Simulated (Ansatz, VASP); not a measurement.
One calculation of ZnS, two programs

INCAR

```
PREC     = Accurate       # precision mode
ENCUT    = 500            # plane-wave cutoff, eV
EDIFF    = 1E-6           # SCF threshold, eV
ISMEAR   = 0              # smearing method
SIGMA    = 0.1            # smearing width, eV
LREAL    = F              # projectors in reciprocal space
LASPH    = T              # aspherical terms in the spheres
NELM     = 120            # most SCF steps
ALGO     = Normal         # electronic algorithm
ISIF     = 2              # what is computed and relaxed
LWAVE    = F              # write WAVECAR
LCHARG   = T              # write CHGCAR
GGA      = RE             # functional
LELF     = T              # ELF
LVHAR    = T            
NBANDS   = 16             # bands
GGA_COMPAT= F
```

File KPOINTS:

```
regular mesh
0
Gamma
  6 6 6
```

Contents of POSCAR:

```
ZnS
1.0
    0.0000000000      2.6936828773      2.6936828773
    2.6936828773      0.0000000000      2.6936828773
    2.6936828773      2.6936828773      0.0000000000
Zn S
1 1
Direct
    0.0000000000      0.0000000000      0.0000000000
    0.2500000000      0.2500000000      0.2500000000
```

Input for Ansatz:

```yaml
crystal:
  lattice:
    - [0.0, 2.6936828773, 2.6936828773]
    - [2.6936828773, 0.0, 2.6936828773]
    - [2.6936828773, 2.6936828773, 0.0]
  atoms:
    - { symbol: Zn, position: [0.0, 0.0, 0.0] }
    - { symbol: S, position: [0.25, 0.25, 0.25] }
basis: {}
kpoints:
  mp_grid: { grid: [6, 6, 6] }
hamiltonian:
  xc: revpbe
scf:
  occupations: { method: gaussian, width: 0.1 }
  lower_state_search: "off"
output:
  forces: true
  stress: true
  eigenvalues: true
```

Alike in both runs: task single point; functional revPBE; k mesh 6 × 6 × 6; occupations gaussian, width 0.1 eV; no spin polarisation.

```csv
,VASP,Ansatz
version,VASP 6.6.1,Ansatz 0.2.0
potentials or method,"VASP PAW PBE potentials, release 64 (Zn, S)","scalar-relativistic, plane waves, PAW"
plane-wave cutoff (eV),500,420
valence electrons in the cell,18,18
```

|  | VASP | Ansatz | Ansatz less VASP |
| --- | --- | --- | --- |
| gap on the k mesh at the Fermi level (eV) | 2.28 | 2.27 | -0.003 |
| least direct gap on the mesh (eV) | 2.28 | 2.27 | -0.003 |
| pressure (GPa) | 4.4 | 4.2 | -0.14 |

VASP's potentials were made for PBE, not for revPBE.
